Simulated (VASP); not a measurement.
# Si3Ge5O16 in VASP: single point with PBE

Aim: the single point of Si3Ge5O16 with PBE.

Everything below comes from runs of VASP 6.6.1. Logs are shortened: lines on timing, memory, paths and dates and some standing lists are left out, and cuts for length are marked.

### 1 The cell of the first run

The typed cell holds 24 atoms: a = 6.202 Å, b = 6.214 Å, c = 7.159 Å, α = 115.71°, β = 115.66°, γ = 90.01°.

### 2 Single point, PBE

Input file INCAR:

```
PREC = Accurate
ENCUT = 520
EDIFF = 1E-6
ISMEAR = 0
SIGMA = 0.1
LREAL = Auto
LASPH = True
NELM = 80
ALGO = Normal
ISIF = 2
LWAVE = False
LCHARG = True
GGA = PE
LELF = True
LVHAR = True
ISYM = 0
NBANDS = 107
```

Input file KPOINTS:

```
regular mesh
0
Gamma
  3 3 3
```

Input file POSCAR:

```
Si3Ge5O16
1.0
    4.3857953157     -4.3846766236      0.0000061571
   -4.3941873773     -4.3930686851      0.0000073177
    0.0041967852      4.3888814129     -5.6556014182
O Si Ge
16 3 5
Direct
    0.7529443486      0.4436474415      0.5079030887
    0.4915375401      0.1837629021      0.9851009211
    0.2548842198      0.9452792938      0.5117499771
    0.9917277799      0.6889052558      0.9854630332
    0.7529216459      0.0666422228      0.5079063980
    0.4915288208      0.8037283304      0.9851021882
    0.2548655011      0.5688470491      0.5117491390
   -0.0082749151      0.2989460885     -0.0145368059
    0.9280723868      0.1178825124      0.2333849892
    0.6839123388      0.8819103694      0.7614461378
    0.4301649863      0.6259179781      0.2494315758
    0.1686222938      0.3740565739      0.7457226489
    0.3032866519      0.1178773371      0.2333884190
    0.0755011705      0.8819162791      0.7614438165
    0.8172586262      0.6259173638      0.2494275615
    0.5750804499      0.3740598448      0.7457292818
   -0.0044539570      0.9977128670      0.9930993476
    0.3741363636      0.8762911776      0.7502102938
    0.8735494020      0.3757578788      0.7491231223
    0.7525143920      0.7547153577      0.5070405752
    0.4955204671      0.4977345333      0.9930945131
    0.2472203957      0.2494098202      0.4964488723
    0.6216085241      0.1238173059      0.2452723509
    0.1218217286      0.6240068480      0.2456380612
```

Potentials or basis: VASP PAW PBE potentials, release 64 (O, Si, Ge_d).

Run with:

```sh
> cat potpaw_PBE.64/O/POTCAR potpaw_PBE.64/Si/POTCAR potpaw_PBE.64/Ge_d/POTCAR > POTCAR
> mpirun -np 1 vasp_std > vasp.out
```

OUTCAR:

```text
PREC = Accurate
   ENCUT = 520
   EDIFF = 1E-6
   ISMEAR = 0
   LREAL = Auto
   LASPH = True
   NELM = 80
   ISIF = 2
   GGA = PE
   ISYM = 0

 ion  position               nearest neighbor table
   1  0.753  0.444  0.508-  19 1.80  23 1.89  20 1.94
   2  0.492  0.184  0.985-  18 1.78  23 1.89  21 1.93
   3  0.255  0.945  0.512-  18 1.79  24 1.91  22 1.94
   4  0.992  0.689  0.985-  19 1.80  17 1.90  24 1.91
   5  0.753  0.067  0.508-  19 1.80  23 1.89  20 1.94
   6  0.492  0.804  0.985-  18 1.78  23 1.89  21 1.93
[... 8 lines left out ...]
  15  0.817  0.626  0.249-  21 1.88  20 1.89  24 1.90
  16  0.575  0.374  0.746-  19 1.84  21 1.88  22 1.89
  17  0.996  0.998  0.993-  14 1.79  10 1.79  13 1.79   9 1.79   4 1.90   8 1.90  20 2.75  22 2.85

  18  0.374  0.876  0.750-   6 1.78   2 1.78   7 1.79   3 1.79  10 1.89  14 1.89  23 2.80  24 2.85

  19  0.874  0.376  0.749-   1 1.80   5 1.80   4 1.80   8 1.80  16 1.84  12 1.84  24 2.81  23 2.85

  20  0.753  0.755  0.507-  14 1.88  10 1.88  11 1.89  15 1.89   5 1.94   1 1.94  17 2.75  21 2.91

  21  0.496  0.498  0.993-  11 1.88  15 1.88  12 1.88  16 1.88   2 1.93   6 1.93  22 2.81  20 2.91

  22  0.247  0.249  0.496-  13 1.89   9 1.89  16 1.89  12 1.89   3 1.94   7 1.94  21 2.81  17 2.85

  23  0.622  0.124  0.245-   6 1.89   2 1.89   5 1.89   1 1.89  13 1.94   9 1.94  18 2.80  19 2.85

  24  0.122  0.624  0.246-  11 1.90  15 1.90   7 1.91   3 1.91   8 1.91   4 1.91  19 2.81  18 2.85

IMPORTANT INFORMATION: All symmetrisations will be switched off!
NOSYMM: (Re-)initialisation of all symmetry stuff for point group C_1.

----------------------------------------------------------------------------------------

                                     Primitive cell

  volume of cell :     217.9338

  direct lattice vectors                    reciprocal lattice vectors
     4.385795316 -4.384676624  0.000006157     0.114004425 -0.114033603 -0.088408194
    -4.394187377 -4.393068685  0.000007318    -0.113786665 -0.113815821 -0.088408224
     0.004196785  4.388881413 -5.655601418    -0.000000023 -0.000000271 -0.176816066

  length of vectors
     6.201660233  6.213528400  7.158779580     0.183893122  0.183623148  0.176816066

  position of ions in fractional coordinates (direct lattice)
     0.752944349  0.443647441  0.507903089
     0.491537540  0.183762902  0.985100921
     0.254884220  0.945279294  0.511749977
     0.991727780  0.688905256  0.985463033
     0.752921646  0.066642223  0.507906398
     0.491528821  0.803728330  0.985102188
[... 16 lines left out ...]
     0.621608524  0.123817306  0.245272351
     0.121821729  0.624006848  0.245638061

  ion indices of the primitive-cell ions
   primitive index   ion index
                 1           1
                 2           2
                 3           3
                 4           4
                 5           5
                 6           6
[... 16 lines left out ...]
                23          23
                24          24

----------------------------------------------------------------------------------------

 KPOINTS: regular mesh

Automatic generation of k-mesh.
 Grid dimensions read from file:
 generate k-points for:    3    3    3

 Generating k-lattice:

  Cartesian coordinates                     Fractional coordinates (reciprocal lattice)
     0.038001475 -0.038011201 -0.029469398     0.333333333 -0.000000000  0.000000000
    -0.037928888 -0.037938607 -0.029469408    -0.000000000  0.333333333  0.000000000
    -0.000000008 -0.000000090 -0.058938689     0.000000000  0.000000000  0.333333333

  Length of vectors
     0.061297707  0.061207716  0.058938689

  Shift w.r.t. Gamma in fractional coordinates (k-lattice)
     0.000000000  0.000000000  0.000000000

 Subroutine IBZKPT returns following result:
 ===========================================

 Found     14 irreducible k-points:

 Following reciprocal coordinates:
            Coordinates               Weight
  0.000000  0.000000  0.000000      1.000000
  0.333333  0.000000 -0.000000      2.000000
 -0.333333 -0.000000  0.333333      2.000000
 -0.000000  0.333333 -0.000000      2.000000
  0.000000 -0.333333  0.333333      2.000000
  0.333333  0.333333 -0.000000      2.000000
 -0.333333 -0.333333 -0.333333      2.000000
 -0.333333  0.333333  0.000000      2.000000
 -0.000000  0.000000  0.333333      2.000000
  0.333333 -0.000000  0.333333      2.000000
 -0.000000  0.333333  0.333333      2.000000
 -0.333333  0.333333  0.333333      2.000000
  0.333333 -0.333333  0.333333      2.000000
 -0.333333 -0.333333  0.333333      2.000000
   k-points           NKPTS =     14   k-points in BZ     NKDIM =     14   number of bands    NBANDS=    107
   number of dos      NEDOS =    301   number of ions     NIONS =     24
   total plane-waves  NPLWV = 124416
   dimension x,y,z NGX =    48 NGY =   48 NGZ =   54
   dimension x,y,z NGXF=    96 NGYF=   96 NGZF=  108
   ions per type =              16   3   5
   NGX,Y,Z   is equivalent  to a cutoff of  12.87, 12.84, 12.54 a.u.
   NGXF,Y,Z  is equivalent  to a cutoff of  25.73, 25.69, 25.08 a.u.
 SYSTEM =  unknown system
   PREC   = accura    normal or accurate (medium, high low for compatibility)
   ISTART =      0    job   : 0-new  1-cont  2-samecut
   ICHARG =      2    charge: 1-file 2-atom 10-const
   ISPIN  =      1    spin polarized calculation?
   LNONCOLLINEAR =      F non collinear calculations
   LSORBIT =      F    spin-orbit coupling
   LASPH  =      T    aspherical Exc in radial PAW
   ENCUT  =  520.0 eV  38.22 Ry    6.18 a.u.  11.53 11.55 13.31*2*pi/ulx,y,z
   NELM   =     80;   NELMIN=  2; NELMDL= -5     # of ELM steps
   EDIFF  = 0.1E-05   stopping-criterion for ELM
   LREAL  =      T    real-space projection
   EDIFFG = 0.1E-04   stopping-criterion for IOM
   NSW    =      0    number of steps for IOM
   IBRION =     -1    ionic relax: 0-MD 1-quasi-New 2-CG
   NFREE  =      0    steps in history (QN), initial steepest desc. (CG)
   ISIF   =      2    stress and relaxation
   ISYM   =      0    0-nonsym 1-usesym 2-fastsym
   POTIM  = 0.5000    time-step for ionic-motion
   TEBEG  =    0.0;   TEEND  =   0.0 temperature during run
   PSTRESS=    0.0 pullay stress
   NELECT =     178.0000    total number of electrons
   NUPDOWN=      -1.0000    fix difference up-down
   EMIN   =  10.00;   EMAX   =-10.00  energy-range for DOS
   EFERMI =   0.00;   METHOD = LEGACY
   ISMEAR =     0;   SIGMA  =   0.10  broadening in eV -4-tet -1-fermi 0-gaus
   EFERMI_NEDOS =   21; number of points for ismear=-14 and -15
   IALGO  =     38    algorithm
   IMIX   =      4    mixing-type and parameters
     AMIX     =   0.40;   BMIX     =  1.00
     AMIX_MAG =   1.60;   BMIX_MAG =  1.00
  volume/ion in A,a.u.               =       9.08        61.28
  Fermi-wavevector in a.u.,A,eV,Ry     =   1.530289  2.891826 31.861892  2.341783
  Thomas-Fermi vector in A             =   2.637792
   LORBIT       =      0    0 simple, 1 ext, 2 COOP (PROOUT), +10 PAW based schemes
   GGA     = PE    functional components
   LHFCALC =     F    Hartree Fock is set to
   AEXX    =    0.0000 exact exchange contribution
   IVDW    =     0    specifies the selected vdW correction
   LEPSILON=     F    determine dielectric tensor
   LRPA    =     F    only Hartree local field effects (RPA)
 non-spin polarized calculation
 Gauss-broadening in eV      SIGMA  =   0.10
  energy-cutoff  :      520.00
  volume of cell :      217.93
 maximum number of plane-waves:      5885
 NGX is ok and might be reduce to    48
   NGX = 23   NGY = 23   NGZ = 27

 number of electron     178.0000006 magnetization

 Free energy of the ion-electron system (eV)
  ---------------------------------------------------
  ext. energy  EPLUGINS =         0.00000000
  ---------------------------------------------------
  free energy    TOTEN  =      -165.18244003 eV

  energy without entropy =     -165.18244003  energy(sigma->0) =     -165.18244003

 E-fermi :   6.7096     XC(G=0): -11.9945

 val. band max:        6.1813648051   @ k =   0.0000   0.0000   0.0000
 cond. band min:       8.4370049456   @ k =   0.0000   0.0000   0.0000
 fundamental gap:      2.2556401405
 Fermi energy:         6.7096375137

 k-point     1 :       0.0000    0.0000    0.0000
  band No.  band energies     occupation
      1     -18.4249      2.00000
      2     -18.4016      2.00000
      3     -18.3258      2.00000
      4     -18.3166      2.00000
      5     -18.3020      2.00000
      6     -18.2968      2.00000
[... 93 lines left out ...]
    100      15.7873      0.00000
    101      15.8158      0.00000

 k-point     2 :       0.3333    0.0000   -0.0000
  band No.  band energies     occupation
      1     -18.4455      2.00000
      2     -18.3985      2.00000
      3     -18.3471      2.00000
      4     -18.3257      2.00000
      5     -18.3106      2.00000
      6     -18.2578      2.00000
[... 1237 lines left out ...]
    100      14.8116      0.00000
    101      15.0427      0.00000

 k-point    14 :      -0.3333   -0.3333    0.3333
  band No.  band energies     occupation
      1     -18.4433      2.00000
      2     -18.3873      2.00000
      3     -18.3651      2.00000
      4     -18.3563      2.00000
      5     -18.3059      2.00000
      6     -18.2750      2.00000
[... 93 lines left out ...]
    100      15.0250      0.00000
    101      15.0983      0.00000
 [bands above 101 left out]

------------------------ aborting loop because EDIFF is reached ----------------------------------------

  FORCE on cell =-STRESS in cart. coord.  units (eV):
  Direction    XX          YY          ZZ          XY          YZ          ZX
  --------------------------------------------------------------------------------------
  -------------------------------------------------------------------------------------
  Total        0.1484823      0.2208313      0.4072976      0.0056852     -0.0045740      0.0062327
  in kB        1.0915932      1.6234791      2.9943181      0.0417957     -0.0336267      0.0458204
  external PRESSURE =       1.9031301 kB  Pullay stress =       0.0000000 kB

 VOLUME and BASIS-vectors are now :
 -----------------------------------------------------------------------------
  energy-cutoff  :      520.00
  volume of cell :      217.93
      direct lattice vectors                 reciprocal lattice vectors
     4.385795316 -4.384676624  0.000006157     0.114004425 -0.114033603 -0.088408194
    -4.394187377 -4.393068685  0.000007318    -0.113786665 -0.113815821 -0.088408224
     0.004196785  4.388881413 -5.655601418    -0.000000023 -0.000000271 -0.176816066

 POSITION                                       TOTAL-FORCE (eV/Angst)
 -----------------------------------------------------------------------------------
      1.35492     -3.02126     -2.87249        -0.010650     -0.011329      0.005597
      1.35243      1.36097     -5.57133        -0.018681     -0.019432     -0.008657
     -3.03372     -3.02425     -2.89425        -0.010036     -0.013321      0.003902
      1.32647     -3.04973     -5.57337        -0.017416     -0.018764     -0.002070
      3.01145     -1.36494     -2.87251         0.013261      0.013216      0.006371
     -1.37185     -1.36253     -5.57134         0.018047      0.021148     -0.010032
[... 16 lines left out ...]
      2.18320     -2.19302     -1.38716        -0.000190     -0.003474      0.000962
     -2.20669     -2.19738     -1.38923        -0.001300      0.000625      0.001378
 -----------------------------------------------------------------------------------
    total drift:                                0.002092      0.011776      0.014010

  FREE ENERGIE OF THE ION-ELECTRON SYSTEM (eV)
  ---------------------------------------------------
  free  energy   TOTEN  =      -165.1824400286 eV

  energy  without entropy=     -165.1824400286  energy(sigma->0) =     -165.18244003
```

It took 8.2 min on 1 thread of Intel Xeon Platinum 8375C at 2.90GHz (Ice Lake), shared host; peak memory 0.45 GiB.

What came out:

| Property | Result |
| --- | --- |
| Free energy | -165.1824 eV |
| Pressure | 0.2 GPa |
| Largest force | 0.030 eV/Å |
| Band gap on the k mesh | 2.26 eV, direct |

Forces on the atoms (eV/Å):
```
O   -0.011 -0.011  0.006
O   -0.019 -0.019 -0.009
O   -0.010 -0.013  0.004
O   -0.017 -0.019 -0.002
O    0.013  0.013  0.006
O    0.018  0.021 -0.010
O    0.013  0.012  0.004
O    0.018  0.019 -0.002
O   -0.009  0.010 -0.006
O   -0.016  0.018  0.005
O   -0.010  0.011  0.005
O   -0.016  0.019  0.004
O    0.005 -0.006 -0.005
O    0.020 -0.016  0.003
O    0.009 -0.012  0.003
O    0.015 -0.019  0.003
Si  -0.002 -0.003  0.005
Si  -0.002  0.001 -0.004
Si   0.001  0.001 -0.002
Ge   0.001 -0.001  0.006
Ge   0.001 -0.002 -0.006
Ge  -0.002  0.000 -0.009
Ge   0.000 -0.003  0.001
Ge  -0.001  0.001  0.001
```

PBE gaps usually lie below the measured ones, often by a third to a half.
